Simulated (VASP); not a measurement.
# MnO2 (R-3m) in VASP: a series of runs

Aim: see how the results for MnO2 move with the level of theory and the settings. Levels: r2SCAN, PBEsol. Tasks: single point.

Everything below comes from runs of VASP 6.6.1. Logs are shortened: lines on timing, memory, paths and dates and some standing lists are left out, and cuts for length are marked.

**1. The cell of the first run**

Symmetry: R-3m, No. 166, trigonal system. The conventional cell has a = 2.857 Å, b = 2.857 Å, c = 13.752 Å, α = 90.00°, β = 90.00°, γ = 120.00°. Mn (site symmetry -3m) has 6 O at 1.90 Å within 2.5 Å. Within 2.6 Å of O (site symmetry 3m) lie 3 Mn at 1.90 Å and 3 O at 2.51 Å.

**2. Single point, r2SCAN, collinear spin, ferromagnetic start**

The input, POSCAR:

```
MnO2
1.0
    1.4284348394      0.8247072390      4.5839315268
   -1.4284348394      0.8247072390      4.5839315268
    0.0000000000     -1.6494144781      4.5839315268
Mn O
1 2
Direct
    0.0000000000      0.0000000000      0.0000000000
    0.7356355100      0.7356355100      0.7356355100
    0.2643644900      0.2643644900      0.2643644900
```

The input, INCAR.step1:

```
SYSTEM = MnO2
PREC = Accurate
ENCUT = 520
ISMEAR = -1
SIGMA = 0.05
LREAL = .FALSE.
LASPH = .TRUE.
NELM = 150
ISPIN = 2
MAGMOM = 4 0 0
LMAXMIX = 4
NBANDS = 24
GGA = PE
ALGO = Normal
EDIFF = 1E-4
LWAVE = .TRUE.
LCHARG = .FALSE.
```

The input, INCAR.step2:

```
SYSTEM = MnO2
PREC = Accurate
ENCUT = 520
EDIFF = 1E-6
ISMEAR = -1
SIGMA = 0.05
LREAL = .FALSE.
LASPH = .TRUE.
NELM = 150
ALGO = Normal
ISIF = 2
LWAVE = .FALSE.
LCHARG = .FALSE.
ISPIN = 2
MAGMOM = 4 0 0
LORBIT = 11
LMAXMIX = 4
METAGGA = R2SCAN
LMIXTAU = .TRUE.
NBANDS = 24
ISTART = 1
```

The input, KPOINTS:

```
regular mesh
0
G
  11 11 11
  0 0 0
```

Potentials or basis: VASP PAW PBE potentials, release 64 (Mn_pv, O).

The run is started by

```sh
$ cat potpaw_PBE.64/Mn_pv/POTCAR potpaw_PBE.64/O/POTCAR > POTCAR
$ cp INCAR.step1 INCAR
$ mpirun -np 1 vasp_std > vasp.out
$ cp INCAR.step2 INCAR
$ mpirun -np 1 vasp_std > vasp.out
```

OUTCAR:

```text
SYSTEM = MnO2
   PREC = Accurate
   ENCUT = 520
   EDIFF = 1E-6
   ISMEAR = -1
   LREAL = .FALSE.
   LASPH = .TRUE.
   NELM = 150
   ISIF = 2
   ISPIN = 2
   LORBIT = 11
   METAGGA = R2SCAN
   ISTART = 1

 ion  position               nearest neighbor table
   1  0.000  0.000  0.000-   2 1.90   3 1.90   2 1.90   2 1.90   3 1.90   3 1.90
   2  0.736  0.736  0.736-   1 1.90   1 1.90   1 1.90
   3  0.264  0.264  0.264-   1 1.90   1 1.90   1 1.90

  LATTYP: Found a trigonal (rhomboedric) cell.
 ALAT       =     4.8716523237
 COS(alpha) =     0.8280515398

  Lattice vectors:

 A1 = (   1.4284348394,   0.8247072390,   4.5839315268)
 A2 = (  -1.4284348394,   0.8247072390,   4.5839315268)
 A3 = (   0.0000000000,  -1.6494144781,   4.5839315268)

Analysis of symmetry for initial positions (statically):
=====================================================================
 Subroutine PRICEL returns:
 Original cell was already a primitive cell.

 Routine SETGRP: Setting up the symmetry group for a
 trigonal (rhombohedral) supercell.

 Subroutine GETGRP returns: Found 12 space group operations
 (whereof 12 operations were pure point group operations)
 out of a pool of 12 trial point group operations.

The static configuration has the point symmetry D_3d.

Analysis of symmetry for dynamics (positions and initial velocities):
=====================================================================
 Subroutine PRICEL returns:
 Original cell was already a primitive cell.

 Routine SETGRP: Setting up the symmetry group for a
 trigonal (rhombohedral) supercell.

 Subroutine GETGRP returns: Found 12 space group operations
 (whereof 12 operations were pure point group operations)
 out of a pool of 12 trial point group operations.

The dynamic configuration has the point symmetry D_3d.

Analysis of structural, dynamic, and magnetic symmetry:
=====================================================================
 Subroutine PRICEL returns:
 Original cell was already a primitive cell.

 Routine SETGRP: Setting up the symmetry group for a
 trigonal (rhombohedral) supercell.

 Subroutine GETGRP returns: Found 12 space group operations
 (whereof 12 operations were pure point group operations)
 out of a pool of 12 trial point group operations.

The overall configuration has the point symmetry D_3d.

 Subroutine INISYM returns: Found 12 space group operations
 (whereof 12 operations are pure point group operations),
 and found     1 'primitive' translations

----------------------------------------------------------------------------------------

                                     Primitive cell

  volume of cell :      32.4003

  direct lattice vectors                    reciprocal lattice vectors
     1.428434839  0.824707239  4.583931527     0.350033468  0.202091917  0.072717782
    -1.428434839  0.824707239  4.583931527    -0.350033468  0.202091917  0.072717782
     0.000000000 -1.649414478  4.583931527     0.000000000 -0.404183833  0.072717782

  length of vectors
     4.871652324  4.871652324  4.871652324     0.410673163  0.410673163  0.410673163

  position of ions in fractional coordinates (direct lattice)
     0.000000000  0.000000000  0.000000000
     0.735635510  0.735635510  0.735635510
     0.264364490  0.264364490  0.264364490

  ion indices of the primitive-cell ions
   primitive index   ion index
                 1           1
                 2           2
                 3           3

----------------------------------------------------------------------------------------

 KPOINTS: regular mesh

Automatic generation of k-mesh.
 Grid dimensions read from file:
 generate k-points for:   11   11   11

 Generating k-lattice:

  Cartesian coordinates                     Fractional coordinates (reciprocal lattice)
     0.031821224  0.018371992  0.006610707     0.090909091 -0.000000000 -0.000000000
    -0.031821224  0.018371992  0.006610707    -0.000000000  0.090909091 -0.000000000
     0.000000000 -0.036743985  0.006610707     0.000000000  0.000000000  0.090909091

  Length of vectors
     0.037333924  0.037333924  0.037333924

  Shift w.r.t. Gamma in fractional coordinates (k-lattice)
     0.000000000  0.000000000  0.000000000

 Subroutine IBZKPT returns following result:
 ===========================================

 Found    146 irreducible k-points:

 Following reciprocal coordinates:
            Coordinates               Weight
  0.000000  0.000000  0.000000      1.000000
  0.090909  0.000000 -0.000000      6.000000
  0.181818 -0.000000 -0.000000      6.000000
  0.272727 -0.000000  0.000000      6.000000
  0.363636  0.000000 -0.000000      6.000000
  0.454545 -0.000000  0.000000      6.000000
[... 16 lines left out ...]
 -0.272727  0.181818 -0.000000     12.000000
 -0.181818  0.181818  0.000000      6.000000
 [... further k-points ...]
   k-points           NKPTS =    146   k-points in BZ     NKDIM =    146   number of bands    NBANDS=     24
   number of dos      NEDOS =    301   number of ions     NIONS =      3
   total plane-waves  NPLWV =  46656
   dimension x,y,z NGX =    36 NGY =   36 NGZ =   36
   dimension x,y,z NGXF=    72 NGYF=   72 NGZF=   72
   ions per type =               1   2
   NGX,Y,Z   is equivalent  to a cutoff of  12.29, 12.29, 12.29 a.u.
   NGXF,Y,Z  is equivalent  to a cutoff of  24.57, 24.57, 24.57 a.u.
 SYSTEM =  MnO2
   PREC   = accura    normal or accurate (medium, high low for compatibility)
   ISTART =      1    job   : 0-new  1-cont  2-samecut
   ICHARG =      0    charge: 1-file 2-atom 10-const
   ISPIN  =      2    spin polarized calculation?
   LNONCOLLINEAR =      F non collinear calculations
   LSORBIT =      F    spin-orbit coupling
   LASPH  =      T    aspherical Exc in radial PAW
   ENCUT  =  520.0 eV  38.22 Ry    6.18 a.u.   9.06  9.06  9.06*2*pi/ulx,y,z
   NELM   =    150;   NELMIN=  2; NELMDL=  0     # of ELM steps
   EDIFF  = 0.1E-05   stopping-criterion for ELM
   LREAL  =      F    real-space projection
   EDIFFG = 0.1E-04   stopping-criterion for IOM
   NSW    =      0    number of steps for IOM
   IBRION =     -1    ionic relax: 0-MD 1-quasi-New 2-CG
   NFREE  =      0    steps in history (QN), initial steepest desc. (CG)
   ISIF   =      2    stress and relaxation
   ISYM   =      2    0-nonsym 1-usesym 2-fastsym
   POTIM  = 0.5000    time-step for ionic-motion
   TEBEG  =    0.0;   TEEND  =   0.0 temperature during run
   PSTRESS=    0.0 pullay stress
   NELECT =      25.0000    total number of electrons
   NUPDOWN=      -1.0000    fix difference up-down
   EMIN   =  10.00;   EMAX   =-10.00  energy-range for DOS
   EFERMI =   0.00;   METHOD = LEGACY
   ISMEAR =    -1;   SIGMA  =   0.05  broadening in eV -4-tet -1-fermi 0-gaus
   EFERMI_NEDOS =   21; number of points for ismear=-14 and -15
   IALGO  =     38    algorithm
   IMIX   =      4    mixing-type and parameters
     AMIX     =   0.40;   BMIX     =  1.00
     AMIX_MAG =   1.60;   BMIX_MAG =  1.00
  volume/ion in A,a.u.               =      10.80        72.88
  Fermi-wavevector in a.u.,A,eV,Ry     =   1.501545  2.837508 30.676196  2.254637
  Thomas-Fermi vector in A             =   2.612902
   LORBIT       =     11    0 simple, 1 ext, 2 COOP (PROOUT), +10 PAW based schemes
   METAGGA = R2SCAN    functional components
   LHFCALC =     F    Hartree Fock is set to
   AEXX    =    0.0000 exact exchange contribution
   IVDW    =     0    specifies the selected vdW correction
   LEPSILON=     F    determine dielectric tensor
   LRPA    =     F    only Hartree local field effects (RPA)
 spin polarized calculation
  energy-cutoff  :      520.00
  volume of cell :       32.40
 maximum number of plane-waves:       890
   NGX = 19   NGY = 19   NGZ = 19

 number of electron      25.0000008 magnetization       3.0000002

 Free energy of the ion-electron system (eV)
  ---------------------------------------------------
  ext. energy  EPLUGINS =         0.00000000
  ---------------------------------------------------
  free energy    TOTEN  =       -32.53739760 eV

  energy without entropy =      -32.53739760  energy(sigma->0) =      -32.53739760

 E-fermi :   3.5230     XC(G=0): -11.5875

 val. band max:        2.5341057893   @ k =  -0.4545   0.4545   0.4545
 cond. band min:       4.4577370738   @ k =   0.0000   0.0000   0.0000
 fundamental gap:      1.9236312845
 Fermi energy:         3.5229610383

 spin component 1

 k-point     1 :       0.0000    0.0000    0.0000
  band No.  band energies     occupation
      1     -49.7096      1.00000
      2     -49.6841      1.00000
      3     -49.6841      1.00000
      4     -17.6933      1.00000
      5     -15.3883      1.00000
      6      -3.7502      1.00000
[... 16 lines left out ...]
     23      26.0948      0.00000
     24      26.9700      0.00000

 k-point     2 :       0.0909    0.0000   -0.0000
  band No.  band energies     occupation
      1     -49.7075      1.00000
      2     -49.6967      1.00000
      3     -49.6869      1.00000
      4     -17.5855      1.00000
      5     -15.4239      1.00000
      6      -3.6188      1.00000
[... 16 lines left out ...]
     23      26.1318      0.00000
     24      26.8816      0.00000

 k-point     3 :       0.1818   -0.0000   -0.0000
  band No.  band energies     occupation
      1     -49.7303      1.00000
      2     -49.7017      1.00000
      3     -49.6945      1.00000
      4     -17.2871      1.00000
      5     -15.5186      1.00000
      6      -3.4272      1.00000
[... 16 lines left out ...]
     23      26.1414      0.00000
     24      26.6994      0.00000
[... 514 lines left out ...]
 k-point    23 :      -0.2727    0.1818   -0.0000
  band No.  band energies     occupation
      1     -49.8090      1.00000
      2     -49.7364      1.00000
      3     -49.6849      1.00000
      4     -16.2995      1.00000
      5     -15.7972      1.00000
      6      -3.4357      1.00000
[... 16 lines left out ...]
     23      24.4182      0.00000
     24      26.2131      0.00000

 k-point    24 :      -0.1818    0.1818    0.0000
  band No.  band energies     occupation
      1     -49.7846      1.00000
      2     -49.7197      1.00000
      3     -49.6905      1.00000
      4     -16.6631      1.00000
      5     -15.6963      1.00000
      6      -3.2674      1.00000
[... 16 lines left out ...]
     23      24.7770      0.00000
     24      26.2045      0.00000

 [... further k-points ...]

 spin component 2

 k-point     1 :       0.0000    0.0000    0.0000
  band No.  band energies     occupation
      1     -45.5882      1.00000
      2     -45.5882      1.00000
      3     -45.3899      1.00000
      4     -17.6334      1.00000
      5     -15.3403      1.00000
      6      -2.6114      1.00000
[... 16 lines left out ...]
     23      27.8507      0.00000
     24      27.8507      0.00000

 k-point     2 :       0.0909    0.0000   -0.0000
  band No.  band energies     occupation
      1     -45.6042      1.00000
      2     -45.5917      1.00000
      3     -45.3870      1.00000
      4     -17.5250      1.00000
      5     -15.3739      1.00000
      6      -2.4809      1.00000
[... 16 lines left out ...]
     23      27.7032      0.00000
     24      28.8714      0.00000

 k-point     3 :       0.1818   -0.0000   -0.0000
  band No.  band energies     occupation
      1     -45.6468      1.00000
      2     -45.6009      1.00000
      3     -45.3791      1.00000
      4     -17.2253      1.00000
      5     -15.4637      1.00000
      6      -2.4083      1.00000
[... 16 lines left out ...]
     23      27.3555      0.00000
     24      27.9966      0.00000
[... 514 lines left out ...]
 k-point    23 :      -0.2727    0.1818   -0.0000
  band No.  band energies     occupation
      1     -45.7462      1.00000
      2     -45.6532      1.00000
      3     -45.3557      1.00000
      4     -16.2373      1.00000
      5     -15.7318      1.00000
      6      -2.4966      1.00000
[... 16 lines left out ...]
     23      25.0845      0.00000
     24      27.4549      0.00000

 k-point    24 :      -0.1818    0.1818    0.0000
  band No.  band energies     occupation
      1     -45.7155      1.00000
      2     -45.6321      1.00000
      3     -45.3637      1.00000
      4     -16.6008      1.00000
      5     -15.6334      1.00000
      6      -2.2363      1.00000
[... 16 lines left out ...]
     23      25.5056      0.00000
     24      28.2654      0.00000

 [... further k-points ...]

------------------------ aborting loop because EDIFF is reached ----------------------------------------

  FORCE on cell =-STRESS in cart. coord.  units (eV):
  Direction    XX          YY          ZZ          XY          YZ          ZX
  --------------------------------------------------------------------------------------
  -------------------------------------------------------------------------------------
  Total        0.1327521      0.1327521      0.0377171      0.0000000     -0.0000000      0.0000000
  in kB        6.5645119      6.5645119      1.8650856      0.0000000     -0.0000000      0.0000000
  external PRESSURE =       4.9980364 kB  Pullay stress =       0.0000000 kB

 VOLUME and BASIS-vectors are now :
 -----------------------------------------------------------------------------
  energy-cutoff  :      520.00
  volume of cell :       32.40
      direct lattice vectors                 reciprocal lattice vectors
     1.428434839  0.824707239  4.583931527     0.350033468  0.202091917  0.072717782
    -1.428434839  0.824707239  4.583931527    -0.350033468  0.202091917  0.072717782
     0.000000000 -1.649414478  4.583931527     0.000000000 -0.404183833  0.072717782

 POSITION                                       TOTAL-FORCE (eV/Angst)
 -----------------------------------------------------------------------------------
      0.00000      0.00000      0.00000         0.000000     -0.000000      0.000000
      0.00000     -0.00000     10.11631         0.000000     -0.000000      0.006145
      0.00000     -0.00000      3.63549         0.000000      0.000000     -0.006145
 -----------------------------------------------------------------------------------
    total drift:                                0.000000      0.000000      0.000000

  FREE ENERGIE OF THE ION-ELECTRON SYSTEM (eV)
  ---------------------------------------------------
  free  energy   TOTEN  =       -32.5373975969 eV

  energy  without entropy=      -32.5373975966  energy(sigma->0) =      -32.53739760

 total charge

# of ion       s       p       d       tot
------------------------------------------
    1        0.383   6.467   4.861  11.712
    2        1.586   3.448   0.000   5.034
    3        1.586   3.448   0.000   5.034
--------------------------------------------------
tot          3.556  13.363   4.861  21.780

 magnetization (x)

# of ion       s       p       d       tot
------------------------------------------
    1        0.030   0.039   2.865   2.934
    2        0.004   0.003   0.000   0.007
    3        0.004   0.003   0.000   0.007
--------------------------------------------------
tot          0.037   0.045   2.865   2.947
```

It took 9.4 min on 1 thread of Intel Xeon 6975P-C (Granite Rapids), shared host; peak memory 0.37 GiB.

Results:

```yaml
Free_energy: -32.5374 eV
Pressure: 0.5 GPa
Largest_force: 0.006 eV/Å
Band_gap_on_the_k_mesh: 1.92 eV (least direct gap 2.02 eV)
Net_moment: 3.00 μB per cell
Site_moments: Mn +2.93; O +0.01 μB
Valence_electrons_inside_the_program's_atomic_spheres: Mn 11.71; O 5.03
```

Forces in eV/Å, atoms in the order of the input:
```
Mn   0.000  0.000  0.000
O    0.000  0.000  0.006
O    0.000  0.000 -0.006
```

Caveat: the PAW data sets were made with another functional, which shifts forces and pressure a little; a cell with one magnetic atom can't hold antiferromagnetic order, which such compounds often take. A k mesh can miss the band edges.

**3. Single point, PBEsol, collinear spin, ferromagnetic start**

This run uses another cell than the first one, of 11.23 Å³/atom.

The input, INCAR:

```
SYSTEM = MnO2
  PREC = Accurate
  ENCUT = 520
  EDIFF = 1E-6
  ISMEAR = -1
  SIGMA = 0.05
  LREAL = .False.
  LASPH = .True.
  NELM = 150
  ALGO = Normal
  ISIF = 2
  LWAVE = .False.
  LCHARG = .False.
  ISPIN = 2
  MAGMOM = 4 0 0
  LORBIT = 11
  LMAXMIX = 4
  GGA = PS
  NBANDS = 24
```

The input, KPOINTS:

```
regular mesh
0
Gamma
  11 11 11
  0 0 0
```

The input, POSCAR:

```
MnO2
1.0
    1.4472321903      0.8355598946      4.6442533328
   -1.4472321903      0.8355598946      4.6442533328
    0.0000000000     -1.6711197893      4.6442533328
Mn O
1 2
Direct
    0.0000000000      0.0000000000      0.0000000000
    0.7356355100      0.7356355100      0.7356355100
    0.2643644900      0.2643644900      0.2643644900
```

Potentials or basis: VASP PAW PBE potentials, release 64 (Mn_pv, O).

The run is started by

```sh
$ cat potpaw_PBE.64/Mn_pv/POTCAR potpaw_PBE.64/O/POTCAR > POTCAR
$ mpirun -np 1 vasp_std > vasp.out
```

Run time: 18 min. Hardware: 1 thread of Intel Xeon 8259CL, shared host; peak memory 0.41 GiB.

The run converged. Its results:

```
Free energy                                           : -25.0184 eV
Pressure                                              : -8.3 GPa
Largest force                                         : 0.609 eV/Å
Band gap on the k mesh                                : 0.87 eV (least direct gap 0.95 eV)
Net moment                                            : 3.00 μB per cell
Site moments                                          : Mn +2.88; O +0.02 μB
Valence electrons inside the program's atomic spheres : Mn 11.68; O 4.95
```

Forces on the atoms (eV/Å):
```
Mn   0.000  0.000  0.000
O    0.000  0.000 -0.609
O    0.000  0.000  0.609
```

Stress tensor (GPa, compression positive):
```
-9.79  0.00  0.00
 0.00 -9.79  0.00
 0.00  0.00 -5.23
```

Levels at points of the mesh, in eV from the valence-band top:
Spin up:
| k point | band 10 | band 11 | band 12 | band 13 | band 14 | band 15 | band 16 | band 17 | band 18 | band 19 |
| --- | --- | --- | --- | --- | --- | --- | --- | --- | --- | --- |
| (0.00, 0.00, 0.00) | -2.29 | -1.28 | -1.28 | -1.00 | -0.30 | 2.75 | 2.75 | 6.85 | 10.05 | 14.49 |
Spin down:
| k point | band 9 | band 10 | band 11 | band 12 | band 13 | band 14 |
| --- | --- | --- | --- | --- | --- | --- |
| (0.00, 0.00, 0.00) | -1.23 | -1.23 | -0.87 | 0.87 | 0.87 | 2.44 |

Caveat: the cell stands under tension; the PAW data sets were made with another functional, which shifts forces and pressure a little; a cell with one magnetic atom can't hold antiferromagnetic order, which such compounds often take. A k mesh can miss the band edges.
